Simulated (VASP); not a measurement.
# SiNi3 (Pm-3m) in VASP: settings compared

SiNi3 is run at these levels: BLYP, PBEsol, PBE; tasks: relaxation of cell and atoms, single point.

All numbers are computed with VASP 6.6.1; they aren't measurements. Logs are shortened: lines on timing, memory, paths and dates and some standing lists are left out, and cuts for length are marked.

### Step 1. The cell of the first run

It takes space group Pm-3m (No. 221, cubic). Conventional cell: a = 3.542 Å, b = 3.542 Å, c = 3.542 Å, α = 90.00°, β = 90.00°, γ = 90.00°. Within 3.3 Å of Ni (site symmetry 4/mmm) lie 8 Ni at 2.50 Å and 4 Si at 2.50 Å. Within 3.3 Å of Si (site symmetry m-3m) lie 12 Ni at 2.50 Å.

### Step 2. Relaxation of cell and atoms, BLYP, collinear spin, ferromagnetic start

INCAR

```
PREC     = Accurate       # precision mode
ENCUT    = 600            # plane-wave cutoff, eV
EDIFF    = 1E-7           # SCF threshold, eV
ISMEAR   = -1             # smearing method
SIGMA    = 0.05           # smearing width, eV
LREAL    = F              # projectors in reciprocal space
LASPH    = T              # aspherical terms in the spheres
NELM     = 150            # most SCF steps
ALGO     = Normal         # electronic algorithm
ISIF     = 3              # what is computed and relaxed
LWAVE    = F              # write WAVECAR
LCHARG   = F              # write CHGCAR
ISPIN    = 2              # spin polarisation
MAGMOM   = 1 1 1 0        # initial moments
LORBIT   = 11             # projections on sites
LMAXMIX  = 4              # l up to which the mixer works
GGA      = B5             # functional
ALDAX    = 1.0          
AGGAX    = 1.0          
AGGAC    = 1.0          
ALDAC    = 0.0          
IBRION   = 2              # ionic algorithm
NSW      = 60             # ionic steps
EDIFFG   = -0.01          # ionic threshold
```

KPOINTS

```
Automatic mesh
0
Gamma
  8 8 8
```

POSCAR

```
SiNi3
1.0
    3.5420000000      0.0000000000      0.0000000000
    0.0000000000      3.5420000000      0.0000000000
    0.0000000000      0.0000000000      3.5420000000
Ni Si
3 1
Direct
    0.5000000000      0.5000000000      0.0000000000
    0.5000000000      0.0000000000      0.5000000000
    0.0000000000      0.5000000000      0.5000000000
    0.0000000000      0.0000000000      0.0000000000
```

Potentials or basis: VASP PAW PBE potentials, release 64 (Ni, Si).

Command:

```
$ cat potpaw_PBE.64/Ni/POTCAR potpaw_PBE.64/Si/POTCAR > POTCAR
$ mpirun -np 1 vasp_std > vasp.out
```

OUTCAR:

```text
PREC = Accurate
   ENCUT = 600
   EDIFF = 1E-7
   ISMEAR = -1
   LREAL = F
   LASPH = T
   NELM = 150
   ISIF = 3
   ISPIN = 2
   LORBIT = 11
   GGA = B5
   IBRION = 2
   NSW = 60
   EDIFFG = -0.01

 ion  position               nearest neighbor table
   1  0.500  0.500  0.000-   2 2.50   3 2.50   4 2.50   2 2.50   3 2.50   2 2.50   4 2.50   2 2.50
                             3 2.50   4 2.50   3 2.50   4 2.50
   2  0.500  0.000  0.500-   1 2.50   3 2.50   4 2.50   1 2.50   4 2.50   1 2.50   3 2.50   1 2.50
                             3 2.50   4 2.50   4 2.50   3 2.50
   3  0.000  0.500  0.500-   1 2.50   2 2.50   4 2.50   1 2.50   4 2.50   2 2.50   4 2.50   4 2.50
                             1 2.50   2 2.50   1 2.50   2 2.50
   4  0.000  0.000  0.000-   1 2.50   2 2.50   3 2.50   2 2.50   3 2.50   1 2.50   3 2.50   3 2.50
                             1 2.50   2 2.50   2 2.50   1 2.50

  LATTYP: Found a simple cubic cell.
 ALAT       =     3.5420000000

  Lattice vectors:

 A1 = (   3.5420000000,   0.0000000000,   0.0000000000)
 A2 = (   0.0000000000,   3.5420000000,   0.0000000000)
 A3 = (   0.0000000000,   0.0000000000,   3.5420000000)

Analysis of symmetry for initial positions (statically):
=====================================================================
 Subroutine PRICEL returns:
 Original cell was already a primitive cell.

 Routine SETGRP: Setting up the symmetry group for a
 simple cubic supercell.

 Subroutine GETGRP returns: Found 48 space group operations
 (whereof 48 operations were pure point group operations)
 out of a pool of 48 trial point group operations.

The static configuration has the point symmetry O_h .

Analysis of symmetry for dynamics (positions and initial velocities):
=====================================================================
 Subroutine PRICEL returns:
 Original cell was already a primitive cell.

 Routine SETGRP: Setting up the symmetry group for a
 simple cubic supercell.

 Subroutine GETGRP returns: Found 48 space group operations
 (whereof 48 operations were pure point group operations)
 out of a pool of 48 trial point group operations.

The dynamic configuration has the point symmetry O_h .

Analysis of structural, dynamic, and magnetic symmetry:
=====================================================================
 Subroutine PRICEL returns:
 Original cell was already a primitive cell.

 Routine SETGRP: Setting up the symmetry group for a
 simple cubic supercell.

 Subroutine GETGRP returns: Found 48 space group operations
 (whereof 48 operations were pure point group operations)
 out of a pool of 48 trial point group operations.

The overall configuration has the point symmetry O_h .

 Subroutine INISYM returns: Found 48 space group operations
 (whereof 48 operations are pure point group operations),
 and found     1 'primitive' translations

----------------------------------------------------------------------------------------

                                     Primitive cell

  volume of cell :      44.4371

  direct lattice vectors                    reciprocal lattice vectors
     3.542000000  0.000000000  0.000000000     0.282326369  0.000000000  0.000000000
     0.000000000  3.542000000  0.000000000     0.000000000  0.282326369  0.000000000
     0.000000000  0.000000000  3.542000000     0.000000000  0.000000000  0.282326369

  length of vectors
     3.542000000  3.542000000  3.542000000     0.282326369  0.282326369  0.282326369

  position of ions in fractional coordinates (direct lattice)
     0.500000000  0.500000000  0.000000000
     0.500000000  0.000000000  0.500000000
     0.000000000  0.500000000  0.500000000
     0.000000000  0.000000000  0.000000000

  ion indices of the primitive-cell ions
   primitive index   ion index
                 1           1
                 2           2
                 3           3
                 4           4

----------------------------------------------------------------------------------------

 KPOINTS: Automatic mesh

Automatic generation of k-mesh.
 Grid dimensions read from file:
 generate k-points for:    8    8    8

 Generating k-lattice:

  Cartesian coordinates                     Fractional coordinates (reciprocal lattice)
     0.035290796  0.000000000  0.000000000     0.125000000  0.000000000  0.000000000
     0.000000000  0.035290796  0.000000000     0.000000000  0.125000000  0.000000000
     0.000000000  0.000000000  0.035290796     0.000000000  0.000000000  0.125000000

  Length of vectors
     0.035290796  0.035290796  0.035290796

  Shift w.r.t. Gamma in fractional coordinates (k-lattice)
     0.000000000  0.000000000  0.000000000

 Subroutine IBZKPT returns following result:
 ===========================================

 Found     35 irreducible k-points:

 Following reciprocal coordinates:
            Coordinates               Weight
  0.000000  0.000000  0.000000      1.000000
  0.125000  0.000000  0.000000      6.000000
  0.250000  0.000000  0.000000      6.000000
  0.375000  0.000000  0.000000      6.000000
  0.500000  0.000000  0.000000      3.000000
  0.125000  0.125000  0.000000     12.000000
[... 16 lines left out ...]
  0.375000  0.375000  0.125000     24.000000
  0.500000  0.375000  0.125000     24.000000
 [... further k-points ...]
   k-points           NKPTS =     35   k-points in BZ     NKDIM =     35   number of bands    NBANDS=     23
   number of dos      NEDOS =    301   number of ions     NIONS =      4
   total plane-waves  NPLWV =  21952
   dimension x,y,z NGX =    28 NGY =   28 NGZ =   28
   dimension x,y,z NGXF=    56 NGYF=   56 NGZF=   56
   ions per type =               3   1
   NGX,Y,Z   is equivalent  to a cutoff of  13.14, 13.14, 13.14 a.u.
   NGXF,Y,Z  is equivalent  to a cutoff of  26.28, 26.28, 26.28 a.u.
 SYSTEM =  unknown system
   PREC   = accura    normal or accurate (medium, high low for compatibility)
   ISTART =      0    job   : 0-new  1-cont  2-samecut
   ICHARG =      2    charge: 1-file 2-atom 10-const
   ISPIN  =      2    spin polarized calculation?
   LNONCOLLINEAR =      F non collinear calculations
   LSORBIT =      F    spin-orbit coupling
   LASPH  =      T    aspherical Exc in radial PAW
   ENCUT  =  600.0 eV  44.10 Ry    6.64 a.u.   7.07  7.07  7.07*2*pi/ulx,y,z
   NELM   =    150;   NELMIN=  2; NELMDL= -5     # of ELM steps
   EDIFF  = 0.1E-06   stopping-criterion for ELM
   LREAL  =      F    real-space projection
   EDIFFG = -.1E-01   stopping-criterion for IOM
   NSW    =     60    number of steps for IOM
   IBRION =      2    ionic relax: 0-MD 1-quasi-New 2-CG
   NFREE  =      1    steps in history (QN), initial steepest desc. (CG)
   ISIF   =      3    stress and relaxation
   ISYM   =      2    0-nonsym 1-usesym 2-fastsym
   POTIM  = 0.5000    time-step for ionic-motion
   TEBEG  =    0.0;   TEEND  =   0.0 temperature during run
   PSTRESS=    0.0 pullay stress
   NELECT =      34.0000    total number of electrons
   NUPDOWN=      -1.0000    fix difference up-down
   EMIN   =  10.00;   EMAX   =-10.00  energy-range for DOS
   EFERMI =   0.00;   METHOD = LEGACY
   ISMEAR =    -1;   SIGMA  =   0.05  broadening in eV -4-tet -1-fermi 0-gaus
   EFERMI_NEDOS =   21; number of points for ismear=-14 and -15
   IALGO  =     38    algorithm
   IMIX   =      4    mixing-type and parameters
     AMIX     =   0.40;   BMIX     =  1.00
     AMIX_MAG =   1.60;   BMIX_MAG =  1.00
  volume/ion in A,a.u.               =      11.11        74.97
  Fermi-wavevector in a.u.,A,eV,Ry     =   1.497336  2.829555 30.504465  2.242015
  Thomas-Fermi vector in A             =   2.609237
   LORBIT       =     11    0 simple, 1 ext, 2 COOP (PROOUT), +10 PAW based schemes
   GGA     = B5    functional components
   LHFCALC =     F    Hartree Fock is set to
   AEXX    =    0.0000 exact exchange contribution
   IVDW    =     0    specifies the selected vdW correction
   LEPSILON=     F    determine dielectric tensor
   LRPA    =     F    only Hartree local field effects (RPA)
 conjugate gradient relaxation of ions
 spin polarized calculation
  energy-cutoff  :      600.00
  volume of cell :       44.44
 maximum number of plane-waves:      1503
   NGX = 15   NGY = 15   NGZ = 15

--------------------------------------- Ionic step        1  -------------------------------------------

 number of electron      33.9999988 magnetization      -0.0177708

 number of electron      33.9999988 magnetization       0.0000980

 Free energy of the ion-electron system (eV)
  ---------------------------------------------------
  ext. energy  EPLUGINS =         0.00000000
  ---------------------------------------------------
  free energy    TOTEN  =       -19.68702850 eV

  energy without entropy =      -19.66957297  energy(sigma->0) =      -19.67830073

------------------------ aborting loop because EDIFF is reached ----------------------------------------

  FORCE on cell =-STRESS in cart. coord.  units (eV):
  Direction    XX          YY          ZZ          XY          YZ          ZX
  --------------------------------------------------------------------------------------
  -------------------------------------------------------------------------------------
  Total        1.0408256      1.0408256      1.0408256      0.0000000     -0.0000000      0.0000000
  in kB       37.5269149     37.5269149     37.5269149      0.0000000     -0.0000000      0.0000000
  external PRESSURE =      37.5269149 kB  Pullay stress =       0.0000000 kB

 VOLUME and BASIS-vectors are now :
 -----------------------------------------------------------------------------
  energy-cutoff  :      600.00
  volume of cell :       44.44
      direct lattice vectors                 reciprocal lattice vectors
     3.542000000  0.000000000  0.000000000     0.282326369  0.000000000  0.000000000
     0.000000000  3.542000000  0.000000000     0.000000000  0.282326369  0.000000000
     0.000000000  0.000000000  3.542000000     0.000000000  0.000000000  0.282326369
[... 50 lines left out ...]
  FREE ENERGIE OF THE ION-ELECTRON SYSTEM (eV)
  ---------------------------------------------------
  free  energy   TOTEN  =       -19.6901458925 eV

  energy  without entropy=      -19.6721666042  energy(sigma->0) =      -19.68115625

--------------------------------------- Ionic step        3  -------------------------------------------

 number of electron      34.0000019 magnetization      -0.0000008

 number of electron      34.0000019 magnetization       0.0000002

 Free energy of the ion-electron system (eV)
  ---------------------------------------------------
  ext. energy  EPLUGINS =         0.00000000
  ---------------------------------------------------
  free energy    TOTEN  =       -19.69744874 eV

  energy without entropy =      -19.67970377  energy(sigma->0) =      -19.68857626

 E-fermi :  10.3890     XC(G=0): -12.2181

 val. band max:       10.3286857483   @ k =   0.5000   0.5000   0.5000
 cond. band min:      10.3957269961   @ k =   0.5000   0.3750   0.3750
 fundamental gap:      0.0670412478
 Fermi energy:        10.3890495095

 spin component 1

 k-point     1 :       0.0000    0.0000    0.0000
  band No.  band energies     occupation
      1      -1.0587      1.00000
      2       5.8597      1.00000
      3       6.6870      1.00000
      4       6.6870      1.00000
      5       7.1133      1.00000
      6       7.1133      1.00000
[... 15 lines left out ...]
     22      16.6189      0.00000
     23      20.5789      0.00000
[... 577 lines left out ...]
      3       5.2066      1.00000
      4       6.7180      1.00000
      5       7.1176      1.00000
      6       7.7119      1.00000
[... 15 lines left out ...]
     22      17.4303      0.00000
     23      18.2536      0.00000

 [... further k-points ...]

 spin component 2

 k-point     1 :       0.0000    0.0000    0.0000
  band No.  band energies     occupation
      1      -1.0587      1.00000
      2       5.8597      1.00000
      3       6.6870      1.00000
      4       6.6870      1.00000
      5       7.1133      1.00000
      6       7.1133      1.00000
[... 15 lines left out ...]
     22      16.6189      0.00000
     23      20.5789      0.00000
[... 620 lines left out ...]
 POSITION                                       TOTAL-FORCE (eV/Angst)
 -----------------------------------------------------------------------------------
      1.78300      1.78300      0.00000         0.000000      0.000000      0.000000
      1.78300     -0.00000      1.78300         0.000000     -0.000000      0.000000
      0.00000      1.78300      1.78300         0.000000     -0.000000      0.000000
      0.00000      0.00000      0.00000         0.000000      0.000000      0.000000
 -----------------------------------------------------------------------------------
    total drift:                                0.000000      0.000000      0.000000

  FREE ENERGIE OF THE ION-ELECTRON SYSTEM (eV)
  ---------------------------------------------------
  free  energy   TOTEN  =       -19.6974487377 eV

  energy  without entropy=      -19.6797037732  energy(sigma->0) =      -19.68857626

 reached required accuracy - stopping structural energy minimisation

 total charge

# of ion       s       p       d       tot
------------------------------------------
    1        0.465   0.507   8.438   9.411
    2        0.465   0.507   8.438   9.411
    3        0.465   0.507   8.438   9.411
    4        0.746   0.800   0.000   1.546
--------------------------------------------------
tot          2.142   2.322  25.314  29.778

 magnetization (x)

# of ion       s       p       d       tot
------------------------------------------
    1       -0.000  -0.000  -0.000  -0.000
    2       -0.000  -0.000  -0.000  -0.000
    3       -0.000  -0.000  -0.000  -0.000
    4        0.000   0.000   0.000   0.000
--------------------------------------------------
tot          0.000   0.000  -0.000  -0.000
```

It took 3.6 min on 1 thread of Oxide Virtual Turin-like, shared host; peak memory 0.18 GiB.

What came out:

| Property | Result |
| --- | --- |
| Free energy | -19.6974 eV |
| Relaxed volume | 11.34 Å³/atom |
| Relaxed cell | a = 3.566 Å, b = 3.566 Å, c = 3.566 Å, α = 90.00°, β = 90.00°, γ = 90.00° |
| Space group after relaxing (to 0.1 Å) | Pm-3m (No. 221) |
| Energy gained by relaxing | 2.6 meV/atom |
| Ionic steps | 3 |
| Pressure after relaxing | 0.0 GPa |
| Band gap on the k mesh | zero (filled and empty bands overlap) |
| Net moment | 0.00 μB per cell |
| Valence electrons inside the program's atomic spheres | Ni 9.41; Si 1.55 |

The path:
| step | energy change (eV) | largest force (eV/Å) | pressure (GPa) | volume (Å³) |
| --- | --- | --- | --- | --- |
| 1 | 0.0000 | 0.0000 | 3.75 | 44.44 |
| 2 | -0.0031 | 0.0000 | -2.93 | 46.13 |
| 3 | -0.0104 | 0.0000 | -0.02 | 45.35 |

Final structure:
```cif
data_structure
_symmetry_space_group_name_H-M 'P 1'
_symmetry_Int_Tables_number 1
_cell_length_a 3.5660
_cell_length_b 3.5660
_cell_length_c 3.5660
_cell_angle_alpha 90.000
_cell_angle_beta 90.000
_cell_angle_gamma 90.000
_cell_volume 45.35
loop_
_atom_site_label
_atom_site_type_symbol
_atom_site_fract_x
_atom_site_fract_y
_atom_site_fract_z
_atom_site_occupancy
Ni1 Ni 0.50000 0.50000 0.00000 1
Ni2 Ni 0.50000 0.00000 0.50000 1
Ni3 Ni 0.00000 0.50000 0.50000 1
Si1 Si 0.00000 0.00000 0.00000 1
```

Caveat: the moments typed at the start vanished in this run; the PAW data sets were made with another functional, which shifts forces and pressure a little. BLYP gives volumes clearly too large for solids.

(Continued in part 2 of 2.)

The gap in the log of VASP goes by the Fermi energy; the results here count the filled bands.